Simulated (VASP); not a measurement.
# WC (rocksalt type) (Fm-3m) in VASP: a series of runs

WC (rocksalt type) is run at these levels: PBE; tasks: single point.

Everything below comes from runs of VASP 6.6.1. Logs are shortened: lines on timing, memory, paths and dates and some standing lists are left out, and cuts for length are marked.

## 1. The cell of the first run

Symmetry: Fm-3m, No. 225, cubic system. Conventional cell: a = 3.926 Å, b = 3.926 Å, c = 3.926 Å, α = 90.00°, β = 90.00°, γ = 90.00°. Within 2.6 Å of W (site symmetry m-3m) lie 6 C at 1.96 Å. Within 2.6 Å of C (site symmetry m-3m) lie 6 W at 1.96 Å.

## 2. Single point, PBE (volume scaled by 0.72)

INCAR reads:

```
ALGO = Normal
EDIFF = 1E-6
ENCUT = 520
GGA = PE
ISIF = 2
ISMEAR = -1
LASPH = T
LCHARG = T
LELF = T
LREAL = F
LVHAR = T
LWAVE = F
NBANDS = 16
NELM = 80
PREC = Accurate
SIGMA = 0.08
```

KPOINTS reads:

```
k-points
0
Gamma
  15 15 15
```

POSCAR reads:

```
WC
1.0
    0.0000000000      1.9629293341      1.9629293341
    1.9629293341      0.0000000000      1.9629293341
    1.9629293341      1.9629293341      0.0000000000
W C
1 1
Direct
    0.0000000000      0.0000000000      0.0000000000
    0.5000000000      0.5000000000      0.5000000000
```

Potentials or basis: VASP PAW PBE potentials, release 64 (W_sv, C).

Command:

```bash
> cat potpaw_PBE.64/W_sv/POTCAR potpaw_PBE.64/C/POTCAR > POTCAR
> mpirun -np 1 vasp_std > vasp.out
```

OUTCAR:

```text
EDIFF = 1E-6
   ENCUT = 520
   GGA = PE
   ISIF = 2
   ISMEAR = -1
   LASPH = T
   LREAL = F
   NELM = 80
   PREC = Accurate

 ion  position               nearest neighbor table
   1  0.000  0.000  0.000-   2 1.96   2 1.96   2 1.96   2 1.96   2 1.96   2 1.96
   2  0.500  0.500  0.500-   1 1.96   1 1.96   1 1.96   1 1.96   1 1.96   1 1.96

  LATTYP: Found a face centered cubic cell.
 ALAT       =     3.9258586682

  Lattice vectors:

 A1 = (   0.0000000000,   1.9629293341,   1.9629293341)
 A2 = (   1.9629293341,   0.0000000000,   1.9629293341)
 A3 = (   1.9629293341,   1.9629293341,   0.0000000000)

Analysis of symmetry for initial positions (statically):
=====================================================================
 Subroutine PRICEL returns:
 Original cell was already a primitive cell.

 Routine SETGRP: Setting up the symmetry group for a
 face centered cubic supercell.

 Subroutine GETGRP returns: Found 48 space group operations
 (whereof 48 operations were pure point group operations)
 out of a pool of 48 trial point group operations.

The static configuration has the point symmetry O_h .

Analysis of symmetry for dynamics (positions and initial velocities):
=====================================================================
 Subroutine PRICEL returns:
 Original cell was already a primitive cell.

 Routine SETGRP: Setting up the symmetry group for a
 face centered cubic supercell.

 Subroutine GETGRP returns: Found 48 space group operations
 (whereof 48 operations were pure point group operations)
 out of a pool of 48 trial point group operations.

The dynamic configuration has the point symmetry O_h .

 Subroutine INISYM returns: Found 48 space group operations
 (whereof 48 operations are pure point group operations),
 and found     1 'primitive' translations

----------------------------------------------------------------------------------------

                                     Primitive cell

  volume of cell :      15.1267

  direct lattice vectors                    reciprocal lattice vectors
     0.000000000  1.962929334  1.962929334    -0.254721345  0.254721345  0.254721345
     1.962929334  0.000000000  1.962929334     0.254721345 -0.254721345  0.254721345
     1.962929334  1.962929334  0.000000000     0.254721345  0.254721345 -0.254721345

  length of vectors
     2.776001286  2.776001286  2.776001286     0.441190311  0.441190311  0.441190311

  position of ions in fractional coordinates (direct lattice)
     0.000000000  0.000000000  0.000000000
     0.500000000  0.500000000  0.500000000

  ion indices of the primitive-cell ions
   primitive index   ion index
                 1           1
                 2           2

----------------------------------------------------------------------------------------

 KPOINTS: k-points

Automatic generation of k-mesh.
 Grid dimensions read from file:
 generate k-points for:   15   15   15

 Generating k-lattice:

  Cartesian coordinates                     Fractional coordinates (reciprocal lattice)
    -0.016981423  0.016981423  0.016981423     0.066666667  0.000000000  0.000000000
     0.016981423 -0.016981423  0.016981423     0.000000000  0.066666667  0.000000000
     0.016981423  0.016981423 -0.016981423     0.000000000  0.000000000  0.066666667

  Length of vectors
     0.029412687  0.029412687  0.029412687

  Shift w.r.t. Gamma in fractional coordinates (k-lattice)
     0.000000000  0.000000000  0.000000000

 Subroutine IBZKPT returns following result:
 ===========================================

 Found    120 irreducible k-points:

 Following reciprocal coordinates:
            Coordinates               Weight
  0.000000  0.000000  0.000000      1.000000
  0.066667  0.000000  0.000000      8.000000
  0.133333  0.000000  0.000000      8.000000
  0.200000  0.000000  0.000000      8.000000
  0.266667  0.000000  0.000000      8.000000
  0.333333  0.000000  0.000000      8.000000
[... 16 lines left out ...]
  0.133333  0.133333  0.000000      6.000000
  0.200000  0.133333  0.000000     24.000000
 [... further k-points ...]
   k-points           NKPTS =    120   k-points in BZ     NKDIM =    120   number of bands    NBANDS=     16
   number of dos      NEDOS =    301   number of ions     NIONS =      2
   total plane-waves  NPLWV =  13824
   dimension x,y,z NGX =    24 NGY =   24 NGZ =   24
   dimension x,y,z NGXF=    48 NGYF=   48 NGZF=   48
   ions per type =               1   1
   NGX,Y,Z   is equivalent  to a cutoff of  14.37, 14.37, 14.37 a.u.
   NGXF,Y,Z  is equivalent  to a cutoff of  28.75, 28.75, 28.75 a.u.
 SYSTEM =  unknown system
   PREC   = accura    normal or accurate (medium, high low for compatibility)
   ISTART =      0    job   : 0-new  1-cont  2-samecut
   ICHARG =      2    charge: 1-file 2-atom 10-const
   ISPIN  =      1    spin polarized calculation?
   LNONCOLLINEAR =      F non collinear calculations
   LSORBIT =      F    spin-orbit coupling
   LASPH  =      T    aspherical Exc in radial PAW
   ENCUT  =  520.0 eV  38.22 Ry    6.18 a.u.   5.16  5.16  5.16*2*pi/ulx,y,z
   NELM   =     80;   NELMIN=  2; NELMDL= -5     # of ELM steps
   EDIFF  = 0.1E-05   stopping-criterion for ELM
   LREAL  =      F    real-space projection
   EDIFFG = 0.1E-04   stopping-criterion for IOM
   NSW    =      0    number of steps for IOM
   IBRION =     -1    ionic relax: 0-MD 1-quasi-New 2-CG
   NFREE  =      0    steps in history (QN), initial steepest desc. (CG)
   ISIF   =      2    stress and relaxation
   ISYM   =      2    0-nonsym 1-usesym 2-fastsym
   POTIM  = 0.5000    time-step for ionic-motion
   TEBEG  =    0.0;   TEEND  =   0.0 temperature during run
   PSTRESS=    0.0 pullay stress
   NELECT =      18.0000    total number of electrons
   NUPDOWN=      -1.0000    fix difference up-down
   EMIN   =  10.00;   EMAX   =-10.00  energy-range for DOS
   EFERMI =   0.00;   METHOD = LEGACY
   ISMEAR =    -1;   SIGMA  =   0.08  broadening in eV -4-tet -1-fermi 0-gaus
   EFERMI_NEDOS =   21; number of points for ismear=-14 and -15
   IALGO  =     38    algorithm
   IMIX   =      4    mixing-type and parameters
     AMIX     =   0.40;   BMIX     =  1.00
     AMIX_MAG =   1.60;   BMIX_MAG =  1.00
  volume/ion in A,a.u.               =       7.56        51.04
  Fermi-wavevector in a.u.,A,eV,Ry     =   1.734806  3.278309 40.947455  3.009553
  Thomas-Fermi vector in A             =   2.808532
   LORBIT       =      0    0 simple, 1 ext, 2 COOP (PROOUT), +10 PAW based schemes
   GGA     = PE    functional components
   LHFCALC =     F    Hartree Fock is set to
   AEXX    =    0.0000 exact exchange contribution
   IVDW    =     0    specifies the selected vdW correction
   LEPSILON=     F    determine dielectric tensor
   LRPA    =     F    only Hartree local field effects (RPA)
 non-spin polarized calculation
  energy-cutoff  :      520.00
  volume of cell :       15.13
 maximum number of plane-waves:       420
 NGX is ok and might be reduce to    24
   NGX = 11   NGY = 11   NGZ = 11

 number of electron      18.0000000 magnetization

 Free energy of the ion-electron system (eV)
  ---------------------------------------------------
  ext. energy  EPLUGINS =         0.00000000
  ---------------------------------------------------
  free energy    TOTEN  =       -18.16451433 eV

  energy without entropy =      -18.15022020  energy(sigma->0) =      -18.15736726

 E-fermi :  18.0661     XC(G=0): -15.6626

 val. band max:       18.0501263342   @ k =  -0.4000   0.2667   0.1333
 cond. band min:      18.0858825898   @ k =  -0.3333   0.3333   0.1333
 fundamental gap:      0.0357562556
 Fermi energy:        18.0660947474

 k-point     1 :       0.0000    0.0000    0.0000
  band No.  band energies     occupation
      1     -57.2397      2.00000
      2     -21.0643      2.00000
      3     -21.0643      2.00000
      4     -21.0643      2.00000
      5      -0.6199      2.00000
      6      13.8402      2.00000
[... 8 lines left out ...]
     15      28.8266      0.00000
     16      48.4453      0.00000

 k-point     2 :       0.0667    0.0000    0.0000
  band No.  band energies     occupation
      1     -57.2320      2.00000
      2     -21.1585      2.00000
      3     -21.0725      2.00000
      4     -21.0725      2.00000
      5      -0.4143      2.00000
      6      13.2708      2.00000
[... 8 lines left out ...]
     15      29.0316      0.00000
     16      46.5623      0.00000

 k-point     3 :       0.1333    0.0000    0.0000
  band No.  band energies     occupation
      1     -57.2100      2.00000
      2     -21.4183      2.00000
      3     -21.0956      2.00000
      4     -21.0956      2.00000
      5       0.1700      2.00000
      6      12.1144      2.00000
[... 8 lines left out ...]
     15      29.5520      0.00000
     16      43.6350      0.00000

 k-point     4 :       0.2000    0.0000    0.0000
  band No.  band energies     occupation
      1     -57.1774      2.00000
      2     -21.7848      2.00000
      3     -21.1294      2.00000
      4     -21.1294      2.00000
      5       1.0465      2.00000
      6      10.8525      2.00000
[... 8 lines left out ...]
     15      30.9267      0.00000
     16      41.1691      0.00000

 k-point     5 :       0.2667    0.0000    0.0000
  band No.  band energies     occupation
      1     -57.1399      2.00000
      2     -22.1847      2.00000
      3     -21.1678      2.00000
      4     -21.1678      2.00000
      5       2.0964      2.00000
      6       9.6515      2.00000
[... 8 lines left out ...]
     15      33.0962      0.00000
     16      38.7638      0.00000

 k-point     6 :       0.3333    0.0000    0.0000
  band No.  band energies     occupation
      1     -57.1038      2.00000
      2     -22.5489      2.00000
      3     -21.2040      2.00000
      4     -21.2040      2.00000
      5       3.1922      2.00000
      6       8.5706      2.00000
[... 8 lines left out ...]
     15      35.1277      0.00000
     16      35.9223      0.00000

 k-point     7 :       0.4000    0.0000    0.0000
  band No.  band energies     occupation
      1     -57.0755      2.00000
      2     -22.8225      2.00000
      3     -21.2321      2.00000
      4     -21.2321      2.00000
      5       4.2124      2.00000
      6       7.6319      2.00000
[... 8 lines left out ...]
     15      33.6034      0.00000
     16      33.6034      0.00000

 k-point     8 :       0.4667    0.0000    0.0000
  band No.  band energies     occupation
      1     -57.0599      2.00000
      2     -22.9685      2.00000
      3     -21.2474      2.00000
      4     -21.2474      2.00000
      5       4.9830      2.00000
      6       6.9250      2.00000
[... 8 lines left out ...]
     15      32.1106      0.00000
     16      32.1106      0.00000

 k-point     9 :       0.0667    0.0667    0.0000
  band No.  band energies     occupation
      1     -57.2294      2.00000
      2     -21.1519      2.00000
      3     -21.0943      2.00000
      4     -21.0943      2.00000
      5      -0.3476      2.00000
      6      13.5263      2.00000
[... 8 lines left out ...]
     15      29.1156      0.00000
     16      46.2579      0.00000
[... 172 lines left out ...]
 k-point    19 :      -0.2667    0.0667    0.0000
  band No.  band energies     occupation
      1     -57.1227      2.00000
      2     -22.3077      2.00000
      3     -21.2786      2.00000
      4     -21.1522      2.00000
      5       2.5864      2.00000
      6       8.9992      2.00000
[... 8 lines left out ...]
     15      33.9096      0.00000
     16      36.6210      0.00000

 k-point    20 :      -0.2000    0.0667    0.0000
  band No.  band energies     occupation
      1     -57.1598      2.00000
      2     -21.9289      2.00000
      3     -21.2344      2.00000
      4     -21.1122      2.00000
      5       1.5248      2.00000
      6      10.2269      2.00000
[... 8 lines left out ...]
     15      31.8769      0.00000
     16      38.6912      0.00000

 k-point    21 :      -0.1333    0.0667    0.0000
  band No.  band energies     occupation
      1     -57.1939      2.00000
      2     -21.5629      2.00000
      3     -21.1823      2.00000
      4     -21.0825      2.00000
      5       0.5944      2.00000
      6      11.5602      2.00000
[... 8 lines left out ...]
     15      29.9681      0.00000
     16      41.2709      0.00000

 k-point    22 :      -0.0667    0.0667    0.0000
  band No.  band energies     occupation
      1     -57.2195      2.00000
      2     -21.2858      2.00000
      3     -21.1251      2.00000
      4     -21.0683      2.00000
      5      -0.0839      2.00000
      6      12.8091      2.00000
[... 8 lines left out ...]
     15      29.3540      0.00000
     16      44.2870      0.00000

 k-point    23 :       0.1333    0.1333    0.0000
  band No.  band energies     occupation
      1     -57.2000      2.00000
      2     -21.3913      2.00000
      3     -21.1785      2.00000
      4     -21.1785      2.00000
      5       0.4000      2.00000
      6      11.1909      2.00000
[... 8 lines left out ...]
     15      30.0252      0.00000
     16      43.0182      0.00000

 k-point    24 :       0.2000    0.1333    0.0000
  band No.  band energies     occupation
      1     -57.1758      2.00000
      2     -21.6295      2.00000
      3     -21.2333      2.00000
      4     -21.2114      2.00000
      5       1.0032      2.00000
      6      10.1059      2.00000
[... 8 lines left out ...]
     15      30.8734      0.00000
     16      40.8299      0.00000

 [... further k-points ...]
[... 5 lines left out ...]
  --------------------------------------------------------------------------------------
  -------------------------------------------------------------------------------------
  Total       23.1277128     23.1277128     23.1277128      0.0000000      0.0000000      0.0000000
  in kB     2449.6231401   2449.6231401   2449.6231401      0.0000000      0.0000000      0.0000000
  external PRESSURE =    2449.6231401 kB  Pullay stress =       0.0000000 kB

 VOLUME and BASIS-vectors are now :
 -----------------------------------------------------------------------------
  energy-cutoff  :      520.00
  volume of cell :       15.13
      direct lattice vectors                 reciprocal lattice vectors
     0.000000000  1.962929334  1.962929334    -0.254721345  0.254721345  0.254721345
     1.962929334  0.000000000  1.962929334     0.254721345 -0.254721345  0.254721345
     1.962929334  1.962929334  0.000000000     0.254721345  0.254721345 -0.254721345

 POSITION                                       TOTAL-FORCE (eV/Angst)
 -----------------------------------------------------------------------------------
      0.00000      0.00000      0.00000         0.000000      0.000000     -0.000000
      1.96293      1.96293      1.96293        -0.000000     -0.000000      0.000000
 -----------------------------------------------------------------------------------
    total drift:                                0.000000     -0.000000     -0.000000

  FREE ENERGIE OF THE ION-ELECTRON SYSTEM (eV)
  ---------------------------------------------------
  free  energy   TOTEN  =       -18.1645143288 eV

  energy  without entropy=      -18.1502202003  energy(sigma->0) =      -18.15736726
```

Wall time 14 s (1 thread of Intel Xeon Platinum 8488C (Sapphire Rapids), shared host); peak memory 0.16 GiB.

Results:

* Free energy: -18.1645 eV
* Pressure: 245.0 GPa
* Band gap on the k mesh: zero (band 9 reaches 19.90 eV, above the bottom of band 10 at 14.97 eV)

Caveat: spin-orbit coupling is left out, which moves the levels of the heavy elements.

(Continued in part 2 of 2.)
